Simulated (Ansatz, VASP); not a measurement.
**One calculation of ZnCu, two programs**

Contents of INCAR:

```
ALGO = Normal ; EDIFF = 1E-8
ENCUT = 520 ; GGA = PS
ISIF = 2 ; ISMEAR = -1
LASPH = T ; LCHARG = F
LEFG = T ; LREAL = F
LWAVE = F ; NBANDS = 18
NELM = 60 ; PREC = Accurate
SIGMA = 0.05
```

File KPOINTS:

```
k-points
0
Gamma
  14 14 14
```

The input POSCAR:

```
ZnCu
1.0
    2.9450000000     -0.0294500000     -0.0294500000
   -0.0294500000      2.9450000000     -0.0294500000
   -0.0294500000     -0.0294500000      2.9450000000
Zn Cu
1 1
Direct
    0.5000000000      0.5000000000      0.5000000000
    0.0000000000      0.0000000000      0.0000000000
```

Input for Ansatz:

```yaml
crystal:
  lattice:
    - [2.945, -0.02945, -0.02945]
    - [-0.02945, 2.945, -0.02945]
    - [-0.02945, -0.02945, 2.945]
  atoms:
    - { symbol: Zn, position: [0.5, 0.5, 0.5] }
    - { symbol: Cu, position: [0.0, 0.0, 0.0] }
kpoints:
  mp_grid: { grid: [14, 14, 14] }
scf:
  occupations: { method: fermi_dirac, width: 0.05 }
hamiltonian:
  xc: pbesol
  pseudopotentials: { kind: all_electron, datasets: crystal }
output:
  forces: true
  stress: true
  eigenvalues: true
  efg: { contact_densities: true }
```

Change from the starting cell: equal xy, yz and zx shear strains of -2 %, crystal datasets.

Alike in both runs: task electric field gradients; functional PBEsol; k mesh 14 × 14 × 14; occupations fermi-dirac, width 0.05 eV; no spin polarisation.

|  | VASP | Ansatz |
| --- | --- | --- |
| version | VASP 6.6.1 | Ansatz 0.2.0 |
| potentials or method | VASP PAW PBE potentials, release 64 (Zn, Cu), cutoff 520 eV | all-electron PAW with datasets made for the crystal, scalar-relativistic |

```tsv
	VASP	Ansatz	Ansatz less VASP
pressure (GPa)	-3.9	-4.6	-0.66
traceless stress, the component that is largest in VASP (GPa)	2.09	2.07	-0.019
size of Vzz on the site where it differs most (V/Å²)	5.9	4.5	-1.43
```

VASP's potentials were made for PBE, not for PBEsol. Ansatz ran all-electron here, and VASP with PAW potentials.
